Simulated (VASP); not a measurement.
A run of VASP 6.6.1 is set up as follows.

Contents of INCAR:

```
PREC     = Accurate       # precision mode
ENCUT    = 600            # plane-wave cutoff, eV
EDIFF    = 1E-6           # SCF threshold, eV
ISMEAR   = 0              # smearing method
SIGMA    = 0.1            # smearing width, eV
LREAL    = F              # projectors in reciprocal space
LASPH    = T              # aspherical terms in the spheres
NELM     = 80             # most SCF steps
ALGO     = Normal         # electronic algorithm
ISIF     = 3              # what is computed and relaxed
LWAVE    = F              # write WAVECAR
LCHARG   = F              # write CHGCAR
GGA      = PE             # functional
IBRION   = 2              # ionic algorithm
NSW      = 100            # ionic steps
EDIFFG   = -0.01          # ionic threshold
```

The input KPOINTS:

```
Automatic mesh
0
Gamma
  12 12 4
```

Contents of POSCAR:

```
ZrSn2S3
1.0
    3.6034483417      0.0000000000      0.0000000000
   -1.8017241708      3.1206778051      0.0000000000
    0.0000000000      0.0000000000     12.6176820697
Zr Sn S
1 2 3
Direct
    0.0000000000      0.0000000000      0.0000000000
    0.3333333333      0.6666666667      0.6540062415
    0.6666666667      0.3333333333      0.3459937585
    0.3333333333      0.6666666667      0.1211324431
    0.6666666667      0.3333333333      0.8788675569
    0.0000000000      0.0000000000      0.5000000000
```

Potentials or basis: VASP PAW PBE potentials, release 64 (Zr_sv, Sn_d, S).

Launch:

```sh
$ cat potpaw_PBE.64/Zr_sv/POTCAR potpaw_PBE.64/Sn_d/POTCAR potpaw_PBE.64/S/POTCAR > POTCAR
$ mpirun -np 1 vasp_std > vasp.out
```

What does it give for the relaxed cell?

a = 3.607 Å, b = 3.607 Å, c = 12.737 Å, α = 90.00°, β = 90.00°, γ = 120.00°.

What does it give for the band gap on the k mesh?

Zero (bands 29 and 30 overlap by 1.30 eV).

Estimate the relaxed volume.

23.91 Å³/atom.

Final structure:
```xyz
6
Lattice="3.6065 0.0000 0.0000 -1.8033 3.1233 0.0000 0.0000 0.0000 12.7374" Properties=species:S:1:pos:R:3 pbc="T T T"
Zr    0.0000    0.0000    0.0000
Sn    0.0000    2.0822    8.3008
Sn    1.8033    1.0411    4.4366
S     0.0000    2.0822    1.5234
S     1.8033    1.0411   11.2140
S     0.0000    0.0000    6.3687
```

Caveat: spin-orbit coupling is left out, which moves the levels of the heavy elements.
